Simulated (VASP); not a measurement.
# Ru (P6_3/mmc) in VASP: a series of runs

Aim: see how the results for Ru move with the level of theory and the settings. Levels: r2SCAN+D3(BJ), r2SCAN. Tasks: single point.

Everything below comes from runs of VASP 6.6.1. Logs are shortened: lines on timing, memory, paths and dates and some standing lists are left out, and cuts for length are marked.

## 1. The cell of the first run

Symmetry: P6_3/mmc, No. 194, hexagonal system. The conventional cell has a = 2.669 Å, b = 2.669 Å, c = 4.224 Å, α = 90.00°, β = 90.00°, γ = 120.00°. Ru (site symmetry -6m2) has 12 Ru at 2.61 to 2.67 Å within 3.4 Å.

## 2. Single point, r2SCAN+D3(BJ)

File POSCAR:

```
Ru
1.0
    2.6692306523      0.0000000000      0.0000000000
   -1.3346153261      2.3116215535      0.0000000000
    0.0000000000      0.0000000000      4.2240293924
Ru
2
Direct
    0.6666666667      0.3333333333      0.7500000000
    0.3333333333      0.6666666667      0.2500000000
```

File INCAR.step1:

```
SYSTEM = Ru
PREC = Accurate
ENCUT = 520
ISMEAR = -1
SIGMA = 0.05
LREAL = .False.
LASPH = .True.
NELM = 100
NBANDS = 21
GGA = PE
ALGO = Normal
EDIFF = 1E-4
LWAVE = .True.
LCHARG = .False.
```

File INCAR.step2:

```
SYSTEM = Ru
PREC = Accurate
ENCUT = 520
EDIFF = 1E-6
ISMEAR = -1
SIGMA = 0.05
LREAL = .False.
LASPH = .True.
NELM = 100
ALGO = Normal
ISIF = 2
LWAVE = .False.
LCHARG = .False.
METAGGA = R2SCAN
LMIXTAU = .True.
IVDW = 12
VDW_S6 = 1.0
VDW_S8 = 0.78981345
VDW_A1 = 0.49484001
VDW_A2 = 5.73083694
NBANDS = 21
ISTART = 1
```

File KPOINTS:

```
Automatic mesh
0
Gamma
  11 11 6
  0 0 0
```

Potentials or basis: VASP PAW PBE potentials, release 64 (Ru_pv).

Launch:

```
cat potpaw_PBE.64/Ru_pv/POTCAR > POTCAR
cp INCAR.step1 INCAR
mpirun -np 1 vasp_std > vasp.out
cp INCAR.step2 INCAR
mpirun -np 1 vasp_std > vasp.out
```

OUTCAR:

```text
SYSTEM = Ru
   PREC = Accurate
   ENCUT = 520
   EDIFF = 1E-6
   ISMEAR = -1
   LREAL = .False.
   LASPH = .True.
   NELM = 100
   ISIF = 2
   METAGGA = R2SCAN
   IVDW = 12
   ISTART = 1
 IVDW          = 12

 ion  position               nearest neighbor table
   1  0.667  0.333  0.750-   2 2.61   2 2.61   2 2.61   2 2.61   2 2.61   2 2.61
   2  0.333  0.667  0.250-   1 2.61   1 2.61   1 2.61   1 2.61   1 2.61   1 2.61

  LATTYP: Found a hexagonal cell.
 ALAT       =     2.6692306523
 C/A-ratio  =     1.5824894671

  Lattice vectors:

 A1 = (   2.6692306523,   0.0000000000,   0.0000000000)
 A2 = (  -1.3346153261,   2.3116215535,   0.0000000000)
 A3 = (   0.0000000000,   0.0000000000,   4.2240293924)

Analysis of symmetry for initial positions (statically):
=====================================================================
 Subroutine PRICEL returns:
 Original cell was already a primitive cell.

 Routine SETGRP: Setting up the symmetry group for a
 hexagonal supercell.

 Subroutine GETGRP returns: Found 24 space group operations
 (whereof 12 operations were pure point group operations)
 out of a pool of 24 trial point group operations.

The static configuration has the point symmetry D_3d.
 The point group associated with its full space group is D_6h.

Analysis of symmetry for dynamics (positions and initial velocities):
=====================================================================
 Subroutine PRICEL returns:
 Original cell was already a primitive cell.

 Routine SETGRP: Setting up the symmetry group for a
 hexagonal supercell.

 Subroutine GETGRP returns: Found 24 space group operations
 (whereof 12 operations were pure point group operations)
 out of a pool of 24 trial point group operations.

The dynamic configuration has the point symmetry D_3d.
 The point group associated with its full space group is D_6h.

 Subroutine INISYM returns: Found 24 space group operations
 (whereof 12 operations are pure point group operations),
 and found     1 'primitive' translations

----------------------------------------------------------------------------------------

                                     Primitive cell

  volume of cell :      26.0633

  direct lattice vectors                    reciprocal lattice vectors
     2.669230652  0.000000000  0.000000000     0.374639786  0.216298381  0.000000000
[... 80 lines left out ...]
   ISPIN  =      1    spin polarized calculation?
   LNONCOLLINEAR =      F non collinear calculations
   LSORBIT =      F    spin-orbit coupling
   LASPH  =      T    aspherical Exc in radial PAW
   ENCUT  =  520.0 eV  38.22 Ry    6.18 a.u.   4.96  4.96  7.85*2*pi/ulx,y,z
   NELM   =    100;   NELMIN=  2; NELMDL=  0     # of ELM steps
   EDIFF  = 0.1E-05   stopping-criterion for ELM
   LREAL  =      F    real-space projection
   EDIFFG = 0.1E-04   stopping-criterion for IOM
   NSW    =      0    number of steps for IOM
   IBRION =     -1    ionic relax: 0-MD 1-quasi-New 2-CG
   NFREE  =      0    steps in history (QN), initial steepest desc. (CG)
   ISIF   =      2    stress and relaxation
   ISYM   =      2    0-nonsym 1-usesym 2-fastsym
   POTIM  = 0.5000    time-step for ionic-motion
   TEBEG  =    0.0;   TEEND  =   0.0 temperature during run
   PSTRESS=    0.0 pullay stress
   NELECT =      28.0000    total number of electrons
   NUPDOWN=      -1.0000    fix difference up-down
   EMIN   =  10.00;   EMAX   =-10.00  energy-range for DOS
   EFERMI =   0.00;   METHOD = LEGACY
   ISMEAR =    -1;   SIGMA  =   0.05  broadening in eV -4-tet -1-fermi 0-gaus
   EFERMI_NEDOS =   21; number of points for ismear=-14 and -15
   IALGO  =     38    algorithm
   IMIX   =      4    mixing-type and parameters
     AMIX     =   0.40;   BMIX     =  1.00
     AMIX_MAG =   1.60;   BMIX_MAG =  1.00
  volume/ion in A,a.u.               =      13.03        87.94
  Fermi-wavevector in a.u.,A,eV,Ry     =   1.676683  3.168471 38.249587  2.811265
  Thomas-Fermi vector in A             =   2.761082
   LORBIT       =      0    0 simple, 1 ext, 2 COOP (PROOUT), +10 PAW based schemes
   METAGGA = R2SCAN    functional components
   LHFCALC =     F    Hartree Fock is set to
   AEXX    =    0.0000 exact exchange contribution
   IVDW    =    12    specifies the selected vdW correction
   LEPSILON=     F    determine dielectric tensor
   LRPA    =     F    only Hartree local field effects (RPA)
 non-spin polarized calculation
  energy-cutoff  :      520.00
  volume of cell :       26.06
 maximum number of plane-waves:       718
 NGX is ok and might be reduce to    20
   NGX =  9   NGY =  9   NGZ = 15

 number of electron      27.9999991 magnetization

 Free energy of the ion-electron system (eV)
  ---------------------------------------------------
  ext. energy  EPLUGINS =         0.00000000
  ---------------------------------------------------
  free energy    TOTEN  =       -50.80613846 eV

  energy without entropy =      -50.79106463  energy(sigma->0) =      -50.79860154

 E-fermi :  13.4217     XC(G=0): -15.7005

 val. band max:       13.3988570703   @ k =   0.2727  -0.0000   0.0000
 cond. band min:      13.4427689203   @ k =   0.3636   0.0909   0.3333
 fundamental gap:      0.0439118500
 Fermi energy:        13.4216833449

 k-point     1 :       0.0000    0.0000    0.0000
  band No.  band energies     occupation
      1     -31.7649      2.00000
      2     -30.6162      2.00000
      3     -30.6162      2.00000
      4     -30.4090      2.00000
      5     -30.4090      2.00000
      6     -30.3568      2.00000
[... 565 lines left out ...]
     20      21.9216      0.00000
     21      26.2507      0.00000

 [... further k-points ...]

------------------------ aborting loop because EDIFF is reached ----------------------------------------

 Edisp (eV)   -0.61219

 E8    (eV) :    -0.2213

  FORCE on cell =-STRESS in cart. coord.  units (eV):
  Direction    XX          YY          ZZ          XY          YZ          ZX
  --------------------------------------------------------------------------------------
  -------------------------------------------------------------------------------------
  Total       1.74852     1.74852     1.77052     0.00000     0.00000     0.00000
  in kB     107.48616   107.48616   108.83828     0.00000     0.00000     0.00000
  external pressure =      107.94 kB  Pullay stress =        0.00 kB

 VOLUME and BASIS-vectors are now :
 -----------------------------------------------------------------------------
  energy-cutoff  :      520.00
  volume of cell :       26.06
      direct lattice vectors                 reciprocal lattice vectors
     2.669230652  0.000000000  0.000000000     0.374639786  0.216298381  0.000000000
    -1.334615326  2.311621554  0.000000000     0.000000000  0.432596762  0.000000000
     0.000000000  0.000000000  4.224029392     0.000000000  0.000000000  0.236740777

 POSITION                                       TOTAL-FORCE (eV/Angst)
 -----------------------------------------------------------------------------------
      1.33462      0.77054      3.16802         0.000000     -0.000000      0.000000
     -0.00000      1.54108      1.05601        -0.000000      0.000000      0.000000
 -----------------------------------------------------------------------------------
    total drift:                               -0.000000      0.000000     -0.000000

  FREE ENERGIE OF THE ION-ELECTRON SYSTEM (eV)
  ---------------------------------------------------
  free  energy   TOTEN  =       -51.4183245844 eV

  energy  without entropy=      -51.4032507561  energy(sigma->0) =      -51.41078767
```

Wall time 53 s (1 thread of AMD EPYC 9R45 (Zen 5), shared host); peak memory 0.13 GiB.

Results:

```yaml
Free_energy: -51.4183 eV
Pressure: 10.8 GPa
Band_gap_on_the_k_mesh: zero (band 14 reaches 15.16 eV, above the bottom of band 15 at 11.74 eV)
Dispersion_energy_per_atom: -0.306 eV
```

Levels at points of the mesh, in eV from the Fermi level:
```csv
k point,band 12,band 13,band 14,band 15,band 16,band 17
"(0.00, 0.00, 0.00)",-2.05,-2.05,-1.48,-1.48,1.38,1.38
"(0.00, 0.00, 0.50)",-2.99,-2.89,-2.89,0.68,0.68,0.68
```

Caveat: the PAW data sets were made with another functional, which shifts forces and pressure a little; pairwise dispersion overbinds metals, which lowers pressure and volume.

## 3. Single point, r2SCAN+D3(BJ)

This run uses another cell than the first one, of 13.30 Å³/atom, 1.021 times its volume.

File POSCAR:

```
Ru
1.0
    2.6876397213      0.0000000000      0.0000000000
   -1.3438198606      2.3275642749      0.0000000000
    0.0000000000      0.0000000000      4.2531615502
Ru
2
Direct
    0.6666666667      0.3333333333      0.7500000000
    0.3333333333      0.6666666667      0.2500000000
```

File INCAR.step1:

```
ALGO     = Normal         # electronic algorithm
EDIFF    = 1E-4           # SCF threshold, eV
ENCUT    = 520            # plane-wave cutoff, eV
GGA      = PE             # functional
ISMEAR   = -1             # smearing method
LASPH    = T              # aspherical terms in the spheres
LCHARG   = F              # write CHGCAR
LREAL    = F              # projectors in reciprocal space
LWAVE    = T              # write WAVECAR
NBANDS   = 21             # bands
NELM     = 100            # most SCF steps
PREC     = Accurate       # precision mode
SIGMA    = 0.05           # smearing width, eV
```

File INCAR.step2:

```
ALGO     = Normal         # electronic algorithm
EDIFF    = 1E-7           # SCF threshold, eV
ENCUT    = 520            # plane-wave cutoff, eV
ISIF     = 2              # what is computed and relaxed
ISMEAR   = -1             # smearing method
ISTART   = 1            
IVDW     = 12             # dispersion correction
LASPH    = T              # aspherical terms in the spheres
LCHARG   = F              # write CHGCAR
LMIXTAU  = T            
LREAL    = F              # projectors in reciprocal space
LWAVE    = F              # write WAVECAR
METAGGA  = R2SCAN         # meta-GGA
NBANDS   = 21             # bands
NELM     = 100            # most SCF steps
PREC     = Accurate       # precision mode
SIGMA    = 0.05           # smearing width, eV
VDW_A1   = 0.49484001   
VDW_A2   = 5.73083694   
VDW_S6   = 1.0          
VDW_S8   = 0.78981345
```

File KPOINTS:

```
k-points
0
Gamma
  11 11 6
```

Potentials or basis: VASP PAW PBE potentials, release 64 (Ru_pv).

Launch:

```
cat potpaw_PBE.64/Ru_pv/POTCAR > POTCAR
cp INCAR.step1 INCAR
mpirun -np 1 vasp_std > vasp.out
cp INCAR.step2 INCAR
mpirun -np 1 vasp_std > vasp.out
```

Run time: 78 s. Hardware: 1 thread of AMD EPYC 9R45 (Zen 5), shared host; peak memory 0.13 GiB.

The run converged. Its results:

```yaml
Free_energy: -51.4417 eV
Pressure: 3.0 GPa
Band_gap_on_the_k_mesh: zero (band 14 reaches 14.71 eV, above the bottom of band 15 at 11.40 eV)
Dispersion_energy_per_atom: -0.300 eV
```

Stress tensor (GPa, compression positive):
```
3.09 0.00 0.00
0.00 3.09 0.00
0.00 0.00 2.71
```

Levels at points of the mesh, in eV from the Fermi level:
```tsv
k point	band 11	band 12	band 13	band 14	band 15	band 16	band 17	band 18
(0.00, 0.00, 0.00)	-2.52	-1.99	-1.99	-1.43	-1.43	1.34	1.34	1.45
(0.00, 0.00, 0.50)	-2.90	-2.90	-2.82	-2.82	0.65	0.65	0.65	0.65
```

Caveat: the PAW data sets were made with another functional, which shifts forces and pressure a little; pairwise dispersion overbinds metals, which lowers pressure and volume.

## 4. Single point, r2SCAN+D3(BJ)

This run uses another cell than the first one, of 13.57 Å³/atom, 1.042 times its volume.

File POSCAR:

```
Ru
1.0
    2.7058000000      0.0000000000      0.0000000000
   -1.3529000000      2.3432915376      0.0000000000
    0.0000000000      0.0000000000      4.2819000000
Ru
2
Direct
    0.6666666667      0.3333333333      0.7500000000
    0.3333333333      0.6666666667      0.2500000000
```

File INCAR.step1:

```
PREC     = Accurate       # precision mode
ENCUT    = 520            # plane-wave cutoff, eV
ISMEAR   = -1             # smearing method
SIGMA    = 0.05           # smearing width, eV
LREAL    = False          # projectors in reciprocal space
LASPH    = True           # aspherical terms in the spheres
NELM     = 80             # most SCF steps
NBANDS   = 21             # bands
GGA      = PE             # functional
ALGO     = Normal         # electronic algorithm
EDIFF    = 1E-4           # SCF threshold, eV
LWAVE    = True           # write WAVECAR
LCHARG   = False          # write CHGCAR
```

File INCAR.step2:

```
PREC     = Accurate       # precision mode
ENCUT    = 520            # plane-wave cutoff, eV
EDIFF    = 1E-7           # SCF threshold, eV
ISMEAR   = -1             # smearing method
SIGMA    = 0.05           # smearing width, eV
LREAL    = False          # projectors in reciprocal space
LASPH    = True           # aspherical terms in the spheres
NELM     = 80             # most SCF steps
ALGO     = Normal         # electronic algorithm
ISIF     = 2              # what is computed and relaxed
LWAVE    = False          # write WAVECAR
LCHARG   = False          # write CHGCAR
METAGGA  = R2SCAN         # meta-GGA
LMIXTAU  = True         
IVDW     = 12             # dispersion correction
VDW_S6   = 1.0          
VDW_S8   = 0.78981345   
VDW_A1   = 0.49484001   
VDW_A2   = 5.73083694   
NBANDS   = 21             # bands
ISTART   = 1
```

File KPOINTS:

```
Automatic mesh
0
Gamma
  11 11 6
```

Launch:

```
cat potpaw_PBE.64/Ru_pv/POTCAR > POTCAR
cp INCAR.step1 INCAR
mpirun -np 1 vasp_std > vasp.out
cp INCAR.step2 INCAR
mpirun -np 1 vasp_std > vasp.out
```

It took 1.7 min on 1 thread of AMD EPYC 9R45 (Zen 5), shared host; peak memory 0.13 GiB.

It converged, with:

```
Free energy                : -51.4400 eV
Pressure                   : -4.0 GPa
Band gap on the k mesh     : zero (band 14 reaches 14.29 eV, above the bottom of band 15 at 11.08 eV)
Dispersion energy per atom : -0.294 eV
```

Stress tensor (GPa, compression positive):
```
-3.74  0.00  0.00
 0.00 -3.74  0.00
 0.00  0.00 -4.56
```

Levels at points of the mesh, in eV from the Fermi level:
```csv
k point,band 11,band 12,band 13,band 14,band 15,band 16,band 17,band 18
"(0.00, 0.00, 0.00)",-2.45,-1.93,-1.93,-1.39,-1.39,1.30,1.30,1.42
"(0.00, 0.00, 0.50)",-2.81,-2.81,-2.76,-2.76,0.63,0.63,0.63,0.63
```

Caveat: the PAW data sets were made with another functional, which shifts forces and pressure a little; pairwise dispersion overbinds metals, which lowers pressure and volume.

## 5. Single point, r2SCAN

This run uses another cell than the first one, of 13.57 Å³/atom, 1.042 times its volume.

POSCAR is that of step 4.

File INCAR.step1:

```
ALGO = Normal
EDIFF = 1E-4
ENCUT = 520
GGA = PE
ISMEAR = -1
LASPH = True
LCHARG = False
LREAL = False
LWAVE = True
NBANDS = 21
NELM = 80
PREC = Accurate
SIGMA = 0.05
```

File INCAR.step2:

```
ALGO = Normal
EDIFF = 1E-6
ENCUT = 520
ISIF = 2
ISMEAR = -1
ISTART = 1
LASPH = True
LCHARG = False
LMIXTAU = True
LREAL = False
LWAVE = False
METAGGA = R2SCAN
NBANDS = 21
NELM = 80
PREC = Accurate
SIGMA = 0.05
```

File KPOINTS:

```
k-points
0
Gamma
  11 11 6
```

Launch:

```
cat potpaw_PBE.64/Ru_pv/POTCAR > POTCAR
cp INCAR.step1 INCAR
mpirun -np 1 vasp_std > vasp.out
cp INCAR.step2 INCAR
mpirun -np 1 vasp_std > vasp.out
```

Wall time 82 s (1 thread of AMD EPYC 9R45 (Zen 5), shared host); peak memory 0.12 GiB.

Results (log left out):

```yaml
Free_energy: -50.8526 eV
Pressure: -0.5 GPa
Band_gap_on_the_k_mesh: zero (band 14 reaches 14.29 eV, above the bottom of band 15 at 11.08 eV)
```

Stress tensor (GPa, compression positive):
```
-0.25  0.00  0.00
 0.00 -0.25  0.00
 0.00  0.00 -1.07
```

Levels at points of the mesh, in eV from the Fermi level:
```tsv
k point	band 12	band 13	band 14	band 15	band 16	band 17
(0.00, 0.00, 0.00)	-1.93	-1.93	-1.39	-1.39	1.30	1.30
(0.00, 0.00, 0.50)	-2.81	-2.76	-2.76	0.63	0.63	0.63
```

Caveat: the PAW data sets were made with another functional, which shifts forces and pressure a little.

## 6. Summary

```csv
level,cell,gap on the mesh (eV),pressure (GPa)
r2SCAN+D3(BJ),"a = 2.669, b = 2.669, c = 4.224 Å, angles 90.0, 90.0, 120.0°, 2 atoms",none,10.8
r2SCAN+D3(BJ),"a = 2.688, b = 2.688, c = 4.253 Å, angles 90.0, 90.0, 120.0°, 2 atoms",none,3.0
r2SCAN+D3(BJ),"a = 2.706, b = 2.706, c = 4.282 Å, angles 90.0, 90.0, 120.0°, 2 atoms",none,-4.0
r2SCAN,"a = 2.706, b = 2.706, c = 4.282 Å, angles 90.0, 90.0, 120.0°, 2 atoms",none,-0.5
```

Alike in all rows: task single point; potentials or basis VASP PAW PBE potentials, release 64 (Ru_pv); no spin polarisation; k mesh 11 × 11 × 6; cutoff (eV) 520; smearing fermi-dirac 0.05 eV.

Caveats: the PAW data sets were made with another functional, which shifts forces and pressure a little; pairwise dispersion overbinds metals, which lowers pressure and volume (some runs).

Absolute energies hang on the potentials; compare differences alone.
